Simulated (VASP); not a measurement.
Wanted: the native input for a VASP 6.6.1 run.

| Item | Value |
| --- | --- |
| Task | single point |
| Functional | PBE |
| Potentials or basis | VASP PAW PBE potentials, release 64 (Nb_sv, As) |
| Cutoff | 520 eV |
| k mesh | 11 × 11 × 11 |
| Occupations | fermi-dirac, width 0.05 eV |
| Spin | no spin polarisation |
| Dipole correction | no |
| Further INCAR settings | ALGO = Normal; EDIFF = 1e-07; NBANDS = 16 |

The structure of NbAs (rocksalt type) lies in POSCAR:

```
NbAs
1.0
    0.0000000000      2.6198985012      2.6198985012
    2.6198985012      0.0000000000      2.6198985012
    2.6198985012      2.6198985012      0.0000000000
Nb As
1 1
Direct
    0.0000000000      0.0000000000      0.0000000000
    0.5000000000      0.5000000000      0.5000000000
```

This cell differs from its parent crystal: volume scaled by 0.98.

These files were run (other wordings do the same):

INCAR

```
SYSTEM = NbAs
PREC     = Accurate       ! precision mode
ENCUT    = 520            ! plane-wave cutoff, eV
EDIFF    = 1E-7           ! SCF threshold, eV
ISMEAR   = -1             ! smearing method
SIGMA    = 0.05           ! smearing width, eV
LREAL    = .FALSE.        ! projectors in reciprocal space
LASPH    = .TRUE.         ! aspherical terms in the spheres
NELM     = 80             ! most SCF steps
ALGO     = Normal         ! electronic algorithm
ISIF     = 2              ! what is computed and relaxed
LWAVE    = .FALSE.        ! write WAVECAR
LCHARG   = .FALSE.        ! write CHGCAR
GGA      = PE             ! functional
NBANDS   = 16             ! bands
```

KPOINTS

```
Automatic mesh
0
G
  11 11 11
  0 0 0
```

Potentials or basis: VASP PAW PBE potentials, release 64 (Nb_sv, As).

Launch:

```bash
$ cat potpaw_PBE.64/Nb_sv/POTCAR potpaw_PBE.64/As/POTCAR > POTCAR
$ mpirun -np 1 vasp_std > vasp.out
```

Results of the run:

The pressure is 3.1 GPa and the band gap on the k mesh is zero (band 9 reaches 10.51 eV, above the bottom of band 10 at 8.66 eV).

Run time: 18 s on 1 thread of Intel(R) Xeon(R) 6975P-C (Granite Rapids) (shared host), peak memory 0.17 GiB.
